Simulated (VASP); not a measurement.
# LaB6 (Pm-3m) in VASP: a series of runs, part 2 of 2

VASP 6.6.1.

## (3) Relaxation of the atoms, BLYP+D3(BJ) (volume scaled by 0.96)

Contents of INCAR:

```
PREC = Accurate
ENCUT = 520
EDIFF = 1E-6
ISMEAR = 0
SIGMA = 0.05
LREAL = F
LASPH = T
NELM = 100
ALGO = Normal
ISIF = 2
LWAVE = F
LCHARG = F
GGA = B5
ALDAX = 1.0
AGGAX = 1.0
AGGAC = 1.0
ALDAC = 0.0
IVDW = 12
VDW_S6 = 1.0
VDW_S8 = 2.6996
VDW_A1 = 0.4298
VDW_A2 = 4.2359
IBRION = 2
NSW = 60
EDIFFG = -0.01
```

Contents of KPOINTS:

```
regular mesh
0
Gamma
  6 6 6
```

Contents of POSCAR:

```
LaB6
1.0
    4.0606793187      0.0000000000      0.0000000000
    0.0000000000      4.0606793187      0.0000000000
    0.0000000000      0.0000000000      4.0606793187
La B
1 6
Direct
    0.0000000000      0.0000000000      0.0000000000
    0.1990815850      0.5000000000      0.5000000000
    0.8009184150      0.5000000000      0.5000000000
    0.5000000000      0.5000000000      0.1990815850
    0.5000000000      0.5000000000      0.8009184150
    0.5000000000      0.1990815850      0.5000000000
    0.5000000000      0.8009184150      0.5000000000
```

Potentials or basis: VASP PAW PBE potentials, release 64 (La, B).

Started as:

```
$ cat potpaw_PBE.64/La/POTCAR potpaw_PBE.64/B/POTCAR > POTCAR
$ mpirun -np 1 vasp_std > vasp.out
```

OUTCAR:

```text
PREC = Accurate
   ENCUT = 520
   EDIFF = 1E-6
   ISMEAR = 0
   LREAL = F
   LASPH = T
   NELM = 100
   ISIF = 2
   GGA = B5
   IVDW = 12
   IBRION = 2
   NSW = 60
   EDIFFG = -0.01
 IVDW          = 12

 ion  position               nearest neighbor table
   1  0.000  0.000  0.000-
   2  0.199  0.500  0.500-   3 1.62   4 1.73   5 1.73   6 1.73   7 1.73
   3  0.801  0.500  0.500-   2 1.62   4 1.73   5 1.73   6 1.73   7 1.73
   4  0.500  0.500  0.199-   5 1.62   3 1.73   2 1.73   6 1.73   7 1.73
   5  0.500  0.500  0.801-   4 1.62   3 1.73   2 1.73   6 1.73   7 1.73
   6  0.500  0.199  0.500-   7 1.62   3 1.73   4 1.73   5 1.73   2 1.73
   7  0.500  0.801  0.500-   6 1.62   3 1.73   4 1.73   5 1.73   2 1.73

  LATTYP: Found a simple cubic cell.
 ALAT       =     4.0606793187

  Lattice vectors:

 A1 = (   4.0606793187,   0.0000000000,   0.0000000000)
 A2 = (   0.0000000000,   4.0606793187,   0.0000000000)
 A3 = (   0.0000000000,   0.0000000000,   4.0606793187)

Analysis of symmetry for initial positions (statically):
=====================================================================
 Subroutine PRICEL returns:
 Original cell was already a primitive cell.

 Routine SETGRP: Setting up the symmetry group for a
 simple cubic supercell.

 Subroutine GETGRP returns: Found 48 space group operations
 (whereof 48 operations were pure point group operations)
 out of a pool of 48 trial point group operations.

The static configuration has the point symmetry O_h .

Analysis of symmetry for dynamics (positions and initial velocities):
=====================================================================
 Subroutine PRICEL returns:
 Original cell was already a primitive cell.

 Routine SETGRP: Setting up the symmetry group for a
 simple cubic supercell.

 Subroutine GETGRP returns: Found 48 space group operations
 (whereof 48 operations were pure point group operations)
 out of a pool of 48 trial point group operations.

The dynamic configuration has the point symmetry O_h .

 Subroutine INISYM returns: Found 48 space group operations
 (whereof 48 operations are pure point group operations),
 and found     1 'primitive' translations

----------------------------------------------------------------------------------------

                                     Primitive cell

  volume of cell :      66.9570

  direct lattice vectors                    reciprocal lattice vectors
     4.060679319  0.000000000  0.000000000     0.246264214  0.000000000  0.000000000
     0.000000000  4.060679319  0.000000000     0.000000000  0.246264214  0.000000000
     0.000000000  0.000000000  4.060679319     0.000000000  0.000000000  0.246264214

  length of vectors
     4.060679319  4.060679319  4.060679319     0.246264214  0.246264214  0.246264214

  position of ions in fractional coordinates (direct lattice)
     0.000000000  0.000000000  0.000000000
     0.199081585  0.500000000  0.500000000
     0.800918415  0.500000000  0.500000000
     0.500000000  0.500000000  0.199081585
     0.500000000  0.500000000  0.800918415
     0.500000000  0.199081585  0.500000000
     0.500000000  0.800918415  0.500000000

  ion indices of the primitive-cell ions
   primitive index   ion index
                 1           1
                 2           2
                 3           3
                 4           4
                 5           5
                 6           6
                 7           7

----------------------------------------------------------------------------------------

 KPOINTS: regular mesh

Automatic generation of k-mesh.
 Grid dimensions read from file:
 generate k-points for:    6    6    6

 Generating k-lattice:

  Cartesian coordinates                     Fractional coordinates (reciprocal lattice)
     0.041044036  0.000000000  0.000000000     0.166666667  0.000000000  0.000000000
     0.000000000  0.041044036  0.000000000     0.000000000  0.166666667  0.000000000
     0.000000000  0.000000000  0.041044036     0.000000000  0.000000000  0.166666667

  Length of vectors
     0.041044036  0.041044036  0.041044036

  Shift w.r.t. Gamma in fractional coordinates (k-lattice)
     0.000000000  0.000000000  0.000000000

 Subroutine IBZKPT returns following result:
 ===========================================

 Found     20 irreducible k-points:

 Following reciprocal coordinates:
            Coordinates               Weight
  0.000000  0.000000  0.000000      1.000000
  0.166667  0.000000  0.000000      6.000000
  0.333333  0.000000  0.000000      6.000000
  0.500000  0.000000  0.000000      3.000000
  0.166667  0.166667  0.000000     12.000000
  0.333333  0.166667  0.000000     24.000000
[... 12 lines left out ...]
  0.500000  0.500000  0.333333      6.000000
  0.500000  0.500000  0.500000      1.000000
   k-points           NKPTS =     20   k-points in BZ     NKDIM =     20   number of bands    NBANDS=     18
   number of dos      NEDOS =    301   number of ions     NIONS =      7
   total plane-waves  NPLWV =  27000
   dimension x,y,z NGX =    30 NGY =   30 NGZ =   30
   dimension x,y,z NGXF=    60 NGYF=   60 NGZF=   60
   ions per type =               1   6
   NGX,Y,Z   is equivalent  to a cutoff of  12.28, 12.28, 12.28 a.u.
   NGXF,Y,Z  is equivalent  to a cutoff of  24.56, 24.56, 24.56 a.u.
 SYSTEM =  unknown system
   PREC   = accura    normal or accurate (medium, high low for compatibility)
   ISTART =      0    job   : 0-new  1-cont  2-samecut
   ICHARG =      2    charge: 1-file 2-atom 10-const
   ISPIN  =      1    spin polarized calculation?
   LNONCOLLINEAR =      F non collinear calculations
   LSORBIT =      F    spin-orbit coupling
   LASPH  =      T    aspherical Exc in radial PAW
   ENCUT  =  520.0 eV  38.22 Ry    6.18 a.u.   7.55  7.55  7.55*2*pi/ulx,y,z
   NELM   =    100;   NELMIN=  2; NELMDL= -5     # of ELM steps
   EDIFF  = 0.1E-05   stopping-criterion for ELM
   LREAL  =      F    real-space projection
   EDIFFG = -.1E-01   stopping-criterion for IOM
   NSW    =     60    number of steps for IOM
   IBRION =      2    ionic relax: 0-MD 1-quasi-New 2-CG
   NFREE  =      1    steps in history (QN), initial steepest desc. (CG)
   ISIF   =      2    stress and relaxation
   ISYM   =      2    0-nonsym 1-usesym 2-fastsym
   POTIM  = 0.5000    time-step for ionic-motion
   TEBEG  =    0.0;   TEEND  =   0.0 temperature during run
   PSTRESS=    0.0 pullay stress
   NELECT =      29.0000    total number of electrons
   NUPDOWN=      -1.0000    fix difference up-down
   EMIN   =  10.00;   EMAX   =-10.00  energy-range for DOS
   EFERMI =   0.00;   METHOD = LEGACY
   ISMEAR =     0;   SIGMA  =   0.05  broadening in eV -4-tet -1-fermi 0-gaus
   EFERMI_NEDOS =   21; number of points for ismear=-14 and -15
   IALGO  =     38    algorithm
   IMIX   =      4    mixing-type and parameters
     AMIX     =   0.40;   BMIX     =  1.00
     AMIX_MAG =   1.60;   BMIX_MAG =  1.00
  volume/ion in A,a.u.               =       9.57        64.55
  Fermi-wavevector in a.u.,A,eV,Ry     =   1.238632  2.340674 20.874169  1.534208
  Thomas-Fermi vector in A             =   2.373149
   LORBIT       =      0    0 simple, 1 ext, 2 COOP (PROOUT), +10 PAW based schemes
   GGA     = B5    functional components
   LHFCALC =     F    Hartree Fock is set to
   AEXX    =    0.0000 exact exchange contribution
   IVDW    =    12    specifies the selected vdW correction
   LEPSILON=     F    determine dielectric tensor
   LRPA    =     F    only Hartree local field effects (RPA)
 conjugate gradient relaxation of ions
 non-spin polarized calculation
 Gauss-broadening in eV      SIGMA  =   0.05
  energy-cutoff  :      520.00
  volume of cell :       66.96
 maximum number of plane-waves:      1856
   NGX = 15   NGY = 15   NGZ = 15

--------------------------------------- Ionic step        1  -------------------------------------------

 number of electron      29.0000000 magnetization

 Free energy of the ion-electron system (eV)
  ---------------------------------------------------
  ext. energy  EPLUGINS =         0.00000000
  ---------------------------------------------------
  free energy    TOTEN  =       -43.88888352 eV

  energy without entropy =      -43.88706993  energy(sigma->0) =      -43.88797672

------------------------ aborting loop because EDIFF is reached ----------------------------------------

 Edisp (eV)   -4.34248

 E8    (eV) :    -3.1355

  FORCE on cell =-STRESS in cart. coord.  units (eV):
  Direction    XX          YY          ZZ          XY          YZ          ZX
  --------------------------------------------------------------------------------------
  -------------------------------------------------------------------------------------
  Total       3.28571     3.28571     3.28571     0.00000     0.00000    -0.00000
  in kB      78.62199    78.62199    78.62199     0.00000     0.00000    -0.00000
  external pressure =       78.62 kB  Pullay stress =        0.00 kB
[... 71 lines left out ...]
  energy  without entropy=      -48.2284973158  energy(sigma->0) =      -48.22933641

--------------------------------------- Ionic step        3  -------------------------------------------

 number of electron      29.0000000 magnetization

 Free energy of the ion-electron system (eV)
  ---------------------------------------------------
  ext. energy  EPLUGINS =         0.00000000
  ---------------------------------------------------
  free energy    TOTEN  =       -43.88909733 eV

  energy without entropy =      -43.88732783  energy(sigma->0) =      -43.88821258

 E-fermi :   9.8052     XC(G=0): -10.8975

 val. band max:        9.7865011766   @ k =   0.5000   0.3333   0.0000
 cond. band min:       9.8643004943   @ k =   0.1667   0.1667   0.0000
 fundamental gap:      0.0777993177
 Fermi energy:         9.8051516660

 k-point     1 :       0.0000    0.0000    0.0000
  band No.  band energies     occupation
      1     -23.2435      2.00000
      2      -6.9875      2.00000
      3      -6.9875      2.00000
      4      -6.9875      2.00000
      5      -6.0908      2.00000
      6       1.6024      2.00000
[... 10 lines left out ...]
     17       9.8920      0.01403
     18      11.4202      0.00000
[... 435 lines left out ...]
  FREE ENERGIE OF THE ION-ELECTRON SYSTEM (eV)
  ---------------------------------------------------
  free  energy   TOTEN  =       -48.2315922206 eV

  energy  without entropy=      -48.2298227190  energy(sigma->0) =      -48.23070747

 reached required accuracy - stopping structural energy minimisation
```

Wall time 71 s (1 thread of AMD EPYC 9R45 (Zen 5), shared host); peak memory 0.18 GiB.

Results:

```
Free energy                : -48.2316 eV
Energy gained by relaxing  : 0.0 meV/atom
Ionic steps                : 3
Pressure after relaxing    : 7.8 GPa
Dispersion energy per atom : -0.620 eV
```

The path:
```
step  energy change (eV)  largest force (eV/Å)  pressure (GPa)
   1              0.0000                0.0742            7.86
   2              0.0012                0.1866            7.71
   3             -0.0002                0.0005            7.81
```

Final structure:
```yaml
crystal:
  lattice:
    - [4.06068, 0.00000, 0.00000]
    - [0.00000, 4.06068, 0.00000]
    - [0.00000, 0.00000, 4.06068]
  atoms:
    - { symbol: La, position: [0.00000, 0.00000, 0.00000] }
    - { symbol: B, position: [0.19883, 0.50000, 0.50000] }
    - { symbol: B, position: [0.80117, 0.50000, 0.50000] }
    - { symbol: B, position: [0.50000, 0.50000, 0.19883] }
    - { symbol: B, position: [0.50000, 0.50000, 0.80117] }
    - { symbol: B, position: [0.50000, 0.19883, 0.50000] }
    - { symbol: B, position: [0.50000, 0.80117, 0.50000] }
```

Levels at points of the mesh, in eV from the Fermi level:
```
           k point  band 10  band 11  band 12  band 13  band 14  band 15  band 16  band 17  band 18
(0.00, 0.00, 0.00)    -7.22    -7.22    -1.96    -1.96    -1.96     0.09     0.09     0.09     1.62
(0.50, 0.00, 0.00)    -6.69    -3.60    -3.60    -3.45    -2.59    -1.58     1.40     1.69     1.69
(0.50, 0.50, 0.00)    -6.40    -4.69    -4.69    -3.14    -3.14     1.00     1.00     1.88     1.91
(0.50, 0.50, 0.50)    -4.79    -4.79    -2.61    -2.61    -2.61     1.43     1.67     1.67     1.67
```

Caveat: the cell differs from its parent crystal (volume scaled by 0.96); the PAW data sets were made with another functional, which shifts forces and pressure a little; spin-orbit coupling is left out, which moves the levels of the heavy elements; pairwise dispersion overbinds metals, which lowers pressure and volume.

## (4) Relaxation of the atoms, BLYP+D3(BJ) (volume scaled by 0.98)

Contents of INCAR:

```
SYSTEM = LaB6
  PREC = Accurate
  ENCUT = 520
  EDIFF = 1E-6
  ISMEAR = 0
  SIGMA = 0.05
  LREAL = .FALSE.
  LASPH = .TRUE.
  NELM = 100
  ALGO = Normal
  ISIF = 2
  LWAVE = .FALSE.
  LCHARG = .FALSE.
  GGA = B5
  ALDAX = 1.0
  AGGAX = 1.0
  AGGAC = 1.0
  ALDAC = 0.0
  IVDW = 12
  VDW_S6 = 1.0
  VDW_S8 = 2.6996
  VDW_A1 = 0.4298
  VDW_A2 = 4.2359
  IBRION = 2
  NSW = 60
  EDIFFG = -0.01
```

Contents of KPOINTS:

```
regular mesh
0
G
  6 6 6
  0 0 0
```

Contents of POSCAR:

```
LaB6
1.0
    4.0886848886      0.0000000000      0.0000000000
    0.0000000000      4.0886848886      0.0000000000
    0.0000000000      0.0000000000      4.0886848886
La B
1 6
Direct
    0.0000000000      0.0000000000      0.0000000000
    0.1992952139      0.5000000000      0.5000000000
    0.8007047861      0.5000000000      0.5000000000
    0.5000000000      0.5000000000      0.1992952139
    0.5000000000      0.5000000000      0.8007047861
    0.5000000000      0.1992952139      0.5000000000
    0.5000000000      0.8007047861      0.5000000000
```

Started as:

```
$ cat potpaw_PBE.64/La/POTCAR potpaw_PBE.64/B/POTCAR > POTCAR
$ mpirun -np 1 vasp_std > vasp.out
```

Wall time 74 s (1 thread of AMD EPYC 9R45 (Zen 5), shared host); peak memory 0.18 GiB.

The run converged. Its results:

| Item | Value |
| --- | --- |
| Free energy | -48.2820 eV |
| Energy gained by relaxing | 0.0 meV/atom |
| Ionic steps | 3 |
| Pressure after relaxing | 3.7 GPa |
| Dispersion energy per atom | -0.608 eV |

The path:
```tsv
step	energy change (eV)	largest force (eV/Å)	pressure (GPa)
1	0.0000	0.0647	3.72
2	0.0008	0.1504	3.58
3	-0.0002	0.0002	3.67
```

Final structure:
```cif
data_structure
_symmetry_space_group_name_H-M 'P 1'
_symmetry_Int_Tables_number 1
_cell_length_a 4.0887
_cell_length_b 4.0887
_cell_length_c 4.0887
_cell_angle_alpha 90.000
_cell_angle_beta 90.000
_cell_angle_gamma 90.000
_cell_volume 68.35
loop_
_atom_site_label
_atom_site_type_symbol
_atom_site_fract_x
_atom_site_fract_y
_atom_site_fract_z
_atom_site_occupancy
La1 La 0.00000 0.00000 0.00000 1
B1 B 0.19906 0.50000 0.50000 1
B2 B 0.80094 0.50000 0.50000 1
B3 B 0.50000 0.50000 0.19906 1
B4 B 0.50000 0.50000 0.80094 1
B5 B 0.50000 0.19906 0.50000 1
B6 B 0.50000 0.80094 0.50000 1
```

Levels at points of the mesh, in eV from the Fermi level:
```csv
k point,band 11,band 12,band 13,band 14,band 15,band 16,band 17,band 18
"(0.00, 0.00, 0.00)",-7.16,-1.94,-1.94,-1.94,0.09,0.09,0.09,1.57
"(0.50, 0.00, 0.00)",-3.57,-3.57,-3.42,-2.53,-1.57,1.34,1.64,1.64
"(0.50, 0.50, 0.00)",-4.61,-4.61,-3.11,-3.11,0.96,0.96,1.80,1.83
"(0.50, 0.50, 0.50)",-4.77,-2.60,-2.60,-2.60,1.37,1.60,1.60,1.60
```

Caveat: the cell differs from its parent crystal (volume scaled by 0.98); the PAW data sets were made with another functional, which shifts forces and pressure a little; spin-orbit coupling is left out, which moves the levels of the heavy elements; pairwise dispersion overbinds metals, which lowers pressure and volume.

## (5) Relaxation of the atoms, PBE

This run uses another cell than the first one, of 10.26 Å³/atom, 0.972 times its volume.

Contents of INCAR:

```
SYSTEM = LaB6
  PREC = Accurate
  ENCUT = 520
  EDIFF = 1E-6
  ISMEAR = 0
  SIGMA = 0.05
  LREAL = .FALSE.
  LASPH = .TRUE.
  NELM = 100
  ALGO = Normal
  ISIF = 2
  LWAVE = .FALSE.
  LCHARG = .FALSE.
  GGA = PE
  IBRION = 2
  NSW = 60
  EDIFFG = -0.015
```

KPOINTS is that of step 4.

Contents of POSCAR:

```
LaB6
1.0
    4.1569950254      0.0000000000      0.0000000000
    0.0000000000      4.1569950254      0.0000000000
    0.0000000000      0.0000000000      4.1569950254
La B
1 6
Direct
    0.0000000000      0.0000000000      0.0000000000
    0.2117000000      0.5000000000      0.5000000000
    0.7883000000      0.5000000000      0.5000000000
    0.5000000000      0.5000000000      0.2117000000
    0.5000000000      0.5000000000      0.7883000000
    0.5000000000      0.2117000000      0.5000000000
    0.5000000000      0.7883000000      0.5000000000
```

Started as:

```
$ cat potpaw_PBE.64/La/POTCAR potpaw_PBE.64/B/POTCAR > POTCAR
$ mpirun -np 1 vasp_std > vasp.out
```

Run time: 74 s. Hardware: 1 thread of Intel Xeon Platinum 8259CL at 2.50GHz (Skylake/Cascade Lake), shared host; peak memory 0.19 GiB.

Results (log left out):

* Free energy: -49.0411 eV
* Energy gained by relaxing: 65.6 meV/atom
* Ionic steps: 4
* Pressure after relaxing: -0.4 GPa

The path:
| step | energy change (eV) | largest force (eV/Å) | pressure (GPa) |
| --- | --- | --- | --- |
| 1 | 0.0000 | 3.0525 | 4.27 |
| 2 | 1.4917 | 7.1361 | 3.83 |
| 3 | -0.4587 | 0.0682 | -0.43 |
| 4 | -0.4589 | 0.0018 | -0.38 |

Final structure:
```
CELL_PARAMETERS angstrom
4.15700 0.00000 0.00000
0.00000 4.15700 0.00000
0.00000 0.00000 4.15700
ATOMIC_POSITIONS crystal
La 0.00000 0.00000 0.00000
B 0.19968 0.50000 0.50000
B 0.80032 0.50000 0.50000
B 0.50000 0.50000 0.19968
B 0.50000 0.50000 0.80032
B 0.50000 0.19968 0.50000
B 0.50000 0.80032 0.50000
```

Levels at points of the mesh, in eV from the Fermi level:
```
           k point  band 12  band 13  band 14  band 15  band 16  band 17
(0.00, 0.00, 0.00)    -1.88    -1.88    -1.88     0.19     0.19     0.19
(0.50, 0.00, 0.00)    -3.47    -3.21    -2.49    -1.50     1.44     1.55
(0.50, 0.50, 0.00)    -4.46    -2.90    -2.90     1.00     1.00     1.92
(0.50, 0.50, 0.50)    -2.41    -2.41    -2.41     1.45     1.73     1.73
```

Caveat: spin-orbit coupling is left out, which moves the levels of the heavy elements.

## (6) The runs side by side

| task | level | cell | gap on the mesh (eV) | pressure (GPa) |
| --- | --- | --- | --- | --- |
| single point | r2SCAN+D3(BJ) | a = 4.196 Å, 7 atoms | none | -7.2 |
| relaxation of the atoms | BLYP+D3(BJ) | atoms relaxed from a = 4.061 Å, 7 atoms | none | 7.8 |
| relaxation of the atoms | BLYP+D3(BJ) | atoms relaxed from a = 4.089 Å, 7 atoms | none | 3.7 |
| relaxation of the atoms | PBE | atoms relaxed from a = 4.157 Å, 7 atoms | none | -0.4 |

Alike in all rows: potentials or basis VASP PAW PBE potentials, release 64 (La, B); no spin polarisation; k mesh 6 × 6 × 6; cutoff (eV) 520; smearing gaussian 0.05 eV.

Caveats: spin-orbit coupling is left out, which moves the levels of the heavy elements; the PAW data sets were made with another functional, which shifts forces and pressure a little (some runs); pairwise dispersion overbinds metals, which lowers pressure and volume (some runs); three body term missing (some runs).

Absolute energies hang on the potentials; compare differences alone.
